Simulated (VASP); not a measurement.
# Pt3Pb (P4/mmm) in VASP: further runs

Pt3Pb is run at these levels: LDA; tasks: single point.

Everything below comes from runs of VASP 6.6.1. Logs are shortened: lines on timing, memory, paths and dates and some standing lists are left out, and cuts for length are marked.

### 1 The cell of the first run

The structure is tetragonal, space group P4/mmm (No. 123). The conventional cell has a = 4.058 Å, b = 4.058 Å, c = 3.977 Å, α = 90.00°, β = 90.00°, γ = 90.00°. Within 3.7 Å of Pt (site symmetry mmm) lie 8 Pt at 2.84 to 2.87 Å and 4 Pb at 2.84 Å. Pt (site symmetry 4/mmm) has 8 Pt at 2.84 Å and 4 Pb at 2.87 Å within 3.7 Å. Within 3.7 Å of Pb (site symmetry 4/mmm) lie 12 Pt at 2.84 to 2.87 Å.

### 2 Single point, LDA (zz strain of -2 %)

The input, INCAR:

```
ALGO = Normal
EDIFF = 1E-6
ENCUT = 520
ISIF = 2
ISMEAR = -1
LASPH = T
LCHARG = T
LELF = T
LREAL = F
LVHAR = T
LWAVE = F
NBANDS = 30
NELM = 100
PREC = Accurate
SIGMA = 0.03
```

The input, KPOINTS:

```
k-points
0
Gamma
  9 9 9
```

The input, POSCAR:

```
Pt3Pb
1.0
    4.0580000000      0.0000000000      0.0000000000
    0.0000000000      4.0580000000      0.0000000000
    0.0000000000      0.0000000000      3.9768400000
Pt Pb
3 1
Direct
    0.0000000000      0.5000000000      0.5000000000
    0.5000000000      0.0000000000      0.5000000000
    0.5000000000      0.5000000000      0.0000000000
    0.0000000000      0.0000000000      0.0000000000
```

Potentials or basis: VASP PAW LDA potentials, release 64 (Pt, Pb_d).

Command:

```console
$ cat potpaw_LDA.64/Pt/POTCAR potpaw_LDA.64/Pb_d/POTCAR > POTCAR
$ mpirun -np 1 vasp_std > vasp.out
```

OUTCAR:

```text
EDIFF = 1E-6
   ENCUT = 520
   ISIF = 2
   ISMEAR = -1
   LASPH = T
   LREAL = F
   NELM = 100
   PREC = Accurate

 ion  position               nearest neighbor table
   1  0.000  0.500  0.500-   3 2.84   4 2.84   3 2.84   4 2.84   4 2.84   4 2.84   3 2.84   3 2.84
                             2 2.87   2 2.87   2 2.87   2 2.87
   2  0.500  0.000  0.500-   3 2.84   4 2.84   3 2.84   4 2.84   3 2.84   3 2.84   4 2.84   4 2.84
                             1 2.87   1 2.87   1 2.87   1 2.87
   3  0.500  0.500  0.000-   1 2.84   2 2.84   1 2.84   2 2.84   2 2.84   2 2.84   1 2.84   1 2.84
                             4 2.87   4 2.87   4 2.87   4 2.87
   4  0.000  0.000  0.000-   1 2.84   2 2.84   1 2.84   2 2.84   1 2.84   1 2.84   2 2.84   2 2.84
                             3 2.87   3 2.87   3 2.87   3 2.87

  LATTYP: Found a simple tetragonal cell.
 ALAT       =     4.0580000000
 C/A-ratio  =     0.9800000000

  Lattice vectors:

 A1 = (   4.0580000000,   0.0000000000,   0.0000000000)
 A2 = (   0.0000000000,   4.0580000000,   0.0000000000)
 A3 = (   0.0000000000,   0.0000000000,   3.9768400000)

Analysis of symmetry for initial positions (statically):
=====================================================================
 Subroutine PRICEL returns:
 Original cell was already a primitive cell.

 Routine SETGRP: Setting up the symmetry group for a
 simple tetragonal supercell.

 Subroutine GETGRP returns: Found 16 space group operations
 (whereof 16 operations were pure point group operations)
 out of a pool of 16 trial point group operations.

The static configuration has the point symmetry D_4h.

Analysis of symmetry for dynamics (positions and initial velocities):
=====================================================================
 Subroutine PRICEL returns:
 Original cell was already a primitive cell.

 Routine SETGRP: Setting up the symmetry group for a
 simple tetragonal supercell.

 Subroutine GETGRP returns: Found 16 space group operations
 (whereof 16 operations were pure point group operations)
 out of a pool of 16 trial point group operations.

The dynamic configuration has the point symmetry D_4h.

 Subroutine INISYM returns: Found 16 space group operations
 (whereof 16 operations are pure point group operations),
 and found     1 'primitive' translations

----------------------------------------------------------------------------------------
[... 96 lines left out ...]
   NELM   =    100;   NELMIN=  2; NELMDL= -5     # of ELM steps
   EDIFF  = 0.1E-05   stopping-criterion for ELM
   LREAL  =      F    real-space projection
   EDIFFG = 0.1E-04   stopping-criterion for IOM
   NSW    =      0    number of steps for IOM
   IBRION =     -1    ionic relax: 0-MD 1-quasi-New 2-CG
   NFREE  =      0    steps in history (QN), initial steepest desc. (CG)
   ISIF   =      2    stress and relaxation
   ISYM   =      2    0-nonsym 1-usesym 2-fastsym
   POTIM  = 0.5000    time-step for ionic-motion
   TEBEG  =    0.0;   TEEND  =   0.0 temperature during run
   PSTRESS=    0.0 pullay stress
   NELECT =      44.0000    total number of electrons
   NUPDOWN=      -1.0000    fix difference up-down
   EMIN   =  10.00;   EMAX   =-10.00  energy-range for DOS
   EFERMI =   0.00;   METHOD = LEGACY
   ISMEAR =    -1;   SIGMA  =   0.03  broadening in eV -4-tet -1-fermi 0-gaus
   EFERMI_NEDOS =   21; number of points for ismear=-14 and -15
   IALGO  =     38    algorithm
   IMIX   =      4    mixing-type and parameters
     AMIX     =   0.40;   BMIX     =  1.00
     AMIX_MAG =   1.60;   BMIX_MAG =  1.00
  volume/ion in A,a.u.               =      16.37       110.48
  Fermi-wavevector in a.u.,A,eV,Ry     =   1.433854  2.709592 27.972732  2.055938
  Thomas-Fermi vector in A             =   2.553327
   LORBIT       =      0    0 simple, 1 ext, 2 COOP (PROOUT), +10 PAW based schemes
   GGA     = CA    functional components
   LHFCALC =     F    Hartree Fock is set to
   AEXX    =    0.0000 exact exchange contribution
   IVDW    =     0    specifies the selected vdW correction
   LEPSILON=     F    determine dielectric tensor
   LRPA    =     F    only Hartree local field effects (RPA)
 non-spin polarized calculation
  energy-cutoff  :      520.00
  volume of cell :       65.49
 maximum number of plane-waves:      1791
 NGX is ok and might be reduce to    30
   NGX = 15   NGY = 15   NGZ = 15

 number of electron      44.0000004 magnetization

 Free energy of the ion-electron system (eV)
  ---------------------------------------------------
  ext. energy  EPLUGINS =         0.00000000
  ---------------------------------------------------
  free energy    TOTEN  =       -27.12415908 eV

  energy without entropy =      -27.12126891  energy(sigma->0) =      -27.12271399

 E-fermi :  11.5743     XC(G=0): -13.3323

 val. band max:       11.5738445570   @ k =   0.0000   0.0000   0.3333
 cond. band min:      11.5748144902   @ k =   0.0000   0.0000   0.4444
 fundamental gap:      0.0009699332
 Fermi energy:        11.5743144090

 k-point     1 :       0.0000    0.0000    0.0000
  band No.  band energies     occupation
      1      -5.8518      2.00000
      2      -5.8438      2.00000
      3      -5.7932      2.00000
      4      -5.7932      2.00000
      5      -5.7770      2.00000
      6      -1.1051      2.00000
[... 781 lines left out ...]
     29      20.4929      0.00000
     30      21.4063      0.00000

 [... further k-points ...]

------------------------ aborting loop because EDIFF is reached ----------------------------------------

  FORCE on cell =-STRESS in cart. coord.  units (eV):
  Direction    XX          YY          ZZ          XY          YZ          ZX
  --------------------------------------------------------------------------------------
  -------------------------------------------------------------------------------------
  Total        0.6826740      0.6826740      1.4034881      0.0000000      0.0000000     -0.0000000
  in kB       16.7017406     16.7017406     34.3365856      0.0000000      0.0000000     -0.0000000
  external PRESSURE =      22.5800223 kB  Pullay stress =       0.0000000 kB

 VOLUME and BASIS-vectors are now :
 -----------------------------------------------------------------------------
  energy-cutoff  :      520.00
  volume of cell :       65.49
      direct lattice vectors                 reciprocal lattice vectors
     4.058000000  0.000000000  0.000000000     0.246426811  0.000000000  0.000000000
     0.000000000  4.058000000  0.000000000     0.000000000  0.246426811  0.000000000
     0.000000000  0.000000000  3.976840000     0.000000000  0.000000000  0.251455930

 POSITION                                       TOTAL-FORCE (eV/Angst)
 -----------------------------------------------------------------------------------
      0.00000      2.02900      1.98842         0.000000      0.000000      0.000000
      2.02900      0.00000      1.98842         0.000000      0.000000      0.000000
      2.02900      2.02900      0.00000         0.000000      0.000000      0.000000
      0.00000      0.00000      0.00000         0.000000      0.000000      0.000000
 -----------------------------------------------------------------------------------
    total drift:                                0.000000      0.000000     -0.000000

  FREE ENERGIE OF THE ION-ELECTRON SYSTEM (eV)
  ---------------------------------------------------
  free  energy   TOTEN  =       -27.1241590806 eV

  energy  without entropy=      -27.1212689090  energy(sigma->0) =      -27.12271399
```

stdout:

```text
POSCAR found type information on POSCAR PtPb
 POSCAR found :  2 types and       4 ions
 scaLAPACK will be used
 LDA part: xc-table for (Slater(with rela. corr.)+CA(PZ))
 , standard interpolation
 POSCAR, INCAR and KPOINTS ok, starting setup
 FFT: planning ... GRIDC
 FFT: planning ... GRID_SOFT
 FFT: planning ... GRID
 WAVECAR not read
 entering main loop
```

It took 55 s on 1 thread of Intel Xeon 6975P-C (Granite Rapids), shared host; peak memory 0.24 GiB.

Results:

```yaml
Free_energy: -27.1242 eV
Pressure: 2.3 GPa
Band_gap_on_the_k_mesh: zero (bands 22 and 23 overlap by 0.47 eV)
```

Stress tensor (GPa, compression positive):
```
1.67 0.00 0.00
0.00 1.67 0.00
0.00 0.00 3.43
```

Caveat: the cell differs from its parent crystal (zz strain of -2 %); spin-orbit coupling is left out, which moves the levels of the heavy elements.

### 3 Single point, LDA (zz strain of -1 %)

The input, INCAR:

```
PREC = Accurate
ENCUT = 520
EDIFF = 1E-7
ISMEAR = -1
SIGMA = 0.03
LREAL = False
LASPH = True
NELM = 100
ALGO = Normal
ISIF = 2
LWAVE = False
LCHARG = False
NBANDS = 30
```

The input, KPOINTS:

```
Automatic mesh
0
Gamma
  9 9 9
```

Edit POSCAR of step 2 so:

```diff
@@ -4,3 +4,3 @@
     0.0000000000      4.0580000000      0.0000000000
-    0.0000000000      0.0000000000      3.9768400000
+    0.0000000000      0.0000000000      4.0174200000
 Pt Pb
```

Potentials or basis: VASP PAW LDA potentials, release 64 (Pt, Pb_d).

Command:

```console
$ cat potpaw_LDA.64/Pt/POTCAR potpaw_LDA.64/Pb_d/POTCAR > POTCAR
$ mpirun -np 1 vasp_std > vasp.out
```

OUTCAR:

```text
PREC = Accurate
   ENCUT = 520
   EDIFF = 1E-7
   ISMEAR = -1
   LREAL = False
   LASPH = True
   NELM = 100
   ISIF = 2

 ion  position               nearest neighbor table
   1  0.000  0.500  0.500-   3 2.86   4 2.86   3 2.86   4 2.86   4 2.86   4 2.86   3 2.86   3 2.86
                             2 2.87   2 2.87   2 2.87   2 2.87
   2  0.500  0.000  0.500-   3 2.86   4 2.86   3 2.86   4 2.86   3 2.86   3 2.86   4 2.86   4 2.86
                             1 2.87   1 2.87   1 2.87   1 2.87
   3  0.500  0.500  0.000-   1 2.86   2 2.86   1 2.86   2 2.86   2 2.86   2 2.86   1 2.86   1 2.86
                             4 2.87   4 2.87   4 2.87   4 2.87
   4  0.000  0.000  0.000-   1 2.86   2 2.86   1 2.86   2 2.86   1 2.86   1 2.86   2 2.86   2 2.86
                             3 2.87   3 2.87   3 2.87   3 2.87

  LATTYP: Found a simple tetragonal cell.
 ALAT       =     4.0580000000
 C/A-ratio  =     0.9900000000

  Lattice vectors:

 A1 = (   4.0580000000,   0.0000000000,   0.0000000000)
 A2 = (   0.0000000000,   4.0580000000,   0.0000000000)
 A3 = (   0.0000000000,   0.0000000000,   4.0174200000)

Analysis of symmetry for initial positions (statically):
=====================================================================
 Subroutine PRICEL returns:
 Original cell was already a primitive cell.

 Routine SETGRP: Setting up the symmetry group for a
 simple tetragonal supercell.

 Subroutine GETGRP returns: Found 16 space group operations
 (whereof 16 operations were pure point group operations)
 out of a pool of 16 trial point group operations.

The static configuration has the point symmetry D_4h.

Analysis of symmetry for dynamics (positions and initial velocities):
=====================================================================
 Subroutine PRICEL returns:
 Original cell was already a primitive cell.

 Routine SETGRP: Setting up the symmetry group for a
 simple tetragonal supercell.

 Subroutine GETGRP returns: Found 16 space group operations
[... 126 lines left out ...]
     AMIX     =   0.40;   BMIX     =  1.00
     AMIX_MAG =   1.60;   BMIX_MAG =  1.00
  volume/ion in A,a.u.               =      16.54       111.61
  Fermi-wavevector in a.u.,A,eV,Ry     =   1.429010  2.700437 27.784045  2.042070
  Thomas-Fermi vector in A             =   2.549010
   LORBIT       =      0    0 simple, 1 ext, 2 COOP (PROOUT), +10 PAW based schemes
   GGA     = CA    functional components
   LHFCALC =     F    Hartree Fock is set to
   AEXX    =    0.0000 exact exchange contribution
   IVDW    =     0    specifies the selected vdW correction
   LEPSILON=     F    determine dielectric tensor
   LRPA    =     F    only Hartree local field effects (RPA)
 non-spin polarized calculation
  energy-cutoff  :      520.00
  volume of cell :       66.16
 maximum number of plane-waves:      1804
 NGX is ok and might be reduce to    30
   NGX = 15   NGY = 15   NGZ = 15

 number of electron      44.0000004 magnetization

 Free energy of the ion-electron system (eV)
  ---------------------------------------------------
  ext. energy  EPLUGINS =         0.00000000
  ---------------------------------------------------
  free energy    TOTEN  =       -27.13285091 eV

  energy without entropy =      -27.13018257  energy(sigma->0) =      -27.13151674

 E-fermi :  11.3934     XC(G=0): -13.2740

 val. band max:       11.3456205413   @ k =   0.1111   0.1111   0.0000
 cond. band min:      11.3935984350   @ k =   0.4444   0.4444   0.3333
 fundamental gap:      0.0479778937
 Fermi energy:        11.3933776464

 k-point     1 :       0.0000    0.0000    0.0000
  band No.  band energies     occupation
      1      -5.9968      2.00000
      2      -5.9930      2.00000
      3      -5.9402      2.00000
      4      -5.9402      2.00000
      5      -5.9323      2.00000
      6      -1.1828      2.00000
[... 781 lines left out ...]
     29      20.2351      0.00000
     30      21.1030      0.00000

 [... further k-points ...]

------------------------ aborting loop because EDIFF is reached ----------------------------------------

  FORCE on cell =-STRESS in cart. coord.  units (eV):
  Direction    XX          YY          ZZ          XY          YZ          ZX
  --------------------------------------------------------------------------------------
  -------------------------------------------------------------------------------------
  Total       -0.1625233     -0.1625233      0.2068341      0.0000000      0.0000000      0.0000000
  in kB       -3.9359978     -3.9359978      5.0091200      0.0000000      0.0000000      0.0000000
  external PRESSURE =      -0.9542919 kB  Pullay stress =       0.0000000 kB

 VOLUME and BASIS-vectors are now :
 -----------------------------------------------------------------------------
  energy-cutoff  :      520.00
  volume of cell :       66.16
      direct lattice vectors                 reciprocal lattice vectors
     4.058000000  0.000000000  0.000000000     0.246426811  0.000000000  0.000000000
     0.000000000  4.058000000  0.000000000     0.000000000  0.246426811  0.000000000
     0.000000000  0.000000000  4.017420000     0.000000000  0.000000000  0.248915971

 POSITION                                       TOTAL-FORCE (eV/Angst)
 -----------------------------------------------------------------------------------
      0.00000      2.02900      2.00871         0.000000      0.000000      0.000000
      2.02900      0.00000      2.00871         0.000000      0.000000      0.000000
      2.02900      2.02900      0.00000         0.000000      0.000000      0.000000
      0.00000      0.00000      0.00000         0.000000      0.000000      0.000000
 -----------------------------------------------------------------------------------
    total drift:                                0.000000      0.000000     -0.000000

  FREE ENERGIE OF THE ION-ELECTRON SYSTEM (eV)
  ---------------------------------------------------
  free  energy   TOTEN  =       -27.1328509055 eV

  energy  without entropy=      -27.1301825692  energy(sigma->0) =      -27.13151674
```

Run time: 60 s. Hardware: 1 thread of Intel Xeon 6975P-C (Granite Rapids), shared host; peak memory 0.24 GiB.

Results:

```
Free energy            : -27.1329 eV
Pressure               : -0.1 GPa
Band gap on the k mesh : zero (bands 22 and 23 overlap by 0.42 eV)
```

Caveat: the cell differs from its parent crystal (zz strain of -1 %); spin-orbit coupling is left out, which moves the levels of the heavy elements.

### 4 Single point, LDA (zz strain of +1 %)

The input, INCAR:

```
  PREC = Accurate
  ENCUT = 520
  EDIFF = 1E-6
  ISMEAR = -1
  SIGMA = 0.03
  LREAL = False
  LASPH = True
  NELM = 100
  ALGO = Normal
  ISIF = 2
  LWAVE = False
  LCHARG = True
  LELF = True
  LVHAR = True
  NBANDS = 30
```

The input, KPOINTS:

```
regular mesh
0
Gamma
  9 9 9
```

Edit POSCAR of step 3 so:

```diff
@@ -4,3 +4,3 @@
     0.0000000000      4.0580000000      0.0000000000
-    0.0000000000      0.0000000000      4.0174200000
+    0.0000000000      0.0000000000      4.0985800000
 Pt Pb
```

Command:

```console
$ cat potpaw_LDA.64/Pt/POTCAR potpaw_LDA.64/Pb_d/POTCAR > POTCAR
$ mpirun -np 1 vasp_std > vasp.out
```

Run time: 55 s. Hardware: 1 thread of Intel Xeon 6975P-C (Granite Rapids), shared host; peak memory 0.24 GiB.

It converged, with:

- Free energy: -27.1154 eV
- Pressure: -4.3 GPa
- Band gap on the k mesh: zero (bands 22 and 23 overlap by 0.42 eV)

Stress tensor (GPa, compression positive):
```
-3.96  0.00  0.00
 0.00 -3.96  0.00
 0.00  0.00 -4.86
```

Levels at points of the mesh, in eV from the Fermi level:
| k point | band 20 | band 21 | band 22 | band 23 | band 24 | band 25 |
| --- | --- | --- | --- | --- | --- | --- |
| (0.00, 0.00, 0.00) | -0.94 | -0.42 | 0.05 | 0.05 | 0.13 | 1.48 |

Caveat: the cell differs from its parent crystal (zz strain of +1 %); the cell stands under tension; spin-orbit coupling is left out, which moves the levels of the heavy elements.

### 5 Single point, LDA (zz strain of +2 %)

The input, INCAR:

```
SYSTEM = Pt3Pb
PREC = Accurate
ENCUT = 520
EDIFF = 1E-7
ISMEAR = -1
SIGMA = 0.03
LREAL = .False.
LASPH = .True.
NELM = 80
ALGO = Normal
ISIF = 2
LWAVE = .False.
LCHARG = .True.
LELF = .True.
LVHAR = .True.
NBANDS = 30
```

The input, KPOINTS:

```
Automatic mesh
0
Gamma
  9 9 9
  0 0 0
```

Edit POSCAR of step 4 so:

```diff
@@ -4,3 +4,3 @@
     0.0000000000      4.0580000000      0.0000000000
-    0.0000000000      0.0000000000      4.0985800000
+    0.0000000000      0.0000000000      4.1391600000
 Pt Pb
```

Command:

```console
$ cat potpaw_LDA.64/Pt/POTCAR potpaw_LDA.64/Pb_d/POTCAR > POTCAR
$ mpirun -np 1 vasp_std > vasp.out
```

It took 60 s on 1 thread of Intel Xeon 6975P-C (Granite Rapids), shared host; peak memory 0.25 GiB.

It converged, with:

```yaml
Free_energy: -27.0906 eV
Pressure: -6.1 GPa
Band_gap_on_the_k_mesh: zero (bands 22 and 23 overlap by 0.46 eV)
```

Stress tensor (GPa, compression positive):
```
-5.53  0.00  0.00
 0.00 -5.53  0.00
 0.00  0.00 -7.28
```

Levels at points of the mesh, in eV from the Fermi level:
| k point | band 20 | band 21 | band 22 | band 23 | band 24 | band 25 |
| --- | --- | --- | --- | --- | --- | --- |
| (0.00, 0.00, 0.00) | -0.85 | -0.41 | 0.03 | 0.03 | 0.19 | 1.43 |

Caveat: the cell differs from its parent crystal (zz strain of +2 %); the cell stands under tension; spin-orbit coupling is left out, which moves the levels of the heavy elements.

### 6 The runs side by side

| cell | gap on the mesh (eV) | pressure (GPa) |
| --- | --- | --- |
| a = 4.058, b = 4.058, c = 3.977 Å, 4 atoms | none | 2.3 |
| a = 4.058, b = 4.058, c = 4.017 Å, 4 atoms | none | -0.1 |
| a = 4.058, b = 4.058, c = 4.099 Å, 4 atoms | none | -4.3 |
| a = 4.058, b = 4.058, c = 4.139 Å, 4 atoms | none | -6.1 |

Alike in all rows: task single point; level LDA; potentials or basis VASP PAW LDA potentials, release 64 (Pt, Pb_d); no spin polarisation; k mesh 9 × 9 × 9; cutoff (eV) 520; smearing fermi-dirac 0.03 eV.

Caveats: spin-orbit coupling is left out, which moves the levels of the heavy elements; the cell stands under tension (at least some runs).

Total energies depend on the potentials used, so only differences within one code and one set of settings carry meaning.
